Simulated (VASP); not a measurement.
Set up this calculation in VASP 6.6.1, as the native input.

```yaml
Task: single point
Functional: PBEsol
Potentials_or_basis: VASP PAW PBE potentials, release 64 (Mo_sv)
Cutoff: 520 eV
k_mesh: 12 × 12 × 12
Occupations: fermi-dirac, width 0.05 eV
Spin: no spin polarisation
Dipole_correction: no
Further_INCAR_settings: ALGO = Normal; EDIFF = 1e-06; NBANDS = 13
```

The structure of Mo lies in POSCAR:

```
Mo
1.0
   -1.5624035240      1.5624035240      1.5624035240
    1.5624035240     -1.5624035240      1.5624035240
    1.5624035240      1.5624035240     -1.5624035240
Mo
1
Direct
    0.0000000000      0.0000000000      0.0000000000
```

This cell differs from its parent crystal: volume scaled by 0.96.

These files were run (other wordings do the same):

INCAR

```
ALGO = Normal ; EDIFF = 1E-6
ENCUT = 520 ; GGA = PS
ISIF = 2 ; ISMEAR = -1
LASPH = True ; LCHARG = False
LREAL = False ; LWAVE = False
NBANDS = 13 ; NELM = 80
PREC = Accurate ; SIGMA = 0.05
```

KPOINTS

```
k-points
0
Gamma
  12 12 12
```

Potentials or basis: VASP PAW PBE potentials, release 64 (Mo_sv).

Run with:

```sh
$ cat potpaw_PBE.64/Mo_sv/POTCAR > POTCAR
$ mpirun -np 1 vasp_std > vasp.out
```

Results of the run:

* Pressure: 1.7 GPa
* Band gap on the k mesh: zero (band 7 reaches 17.01 eV, above the bottom of band 8 at 11.45 eV)

Caveat: the PAW data sets were made with another functional, which shifts forces and pressure a little.

Run time: 14 s on 1 thread of AMD EPYC 7R43 64-Core Processor (Zen 3) (shared host), peak memory 0.09 GiB.
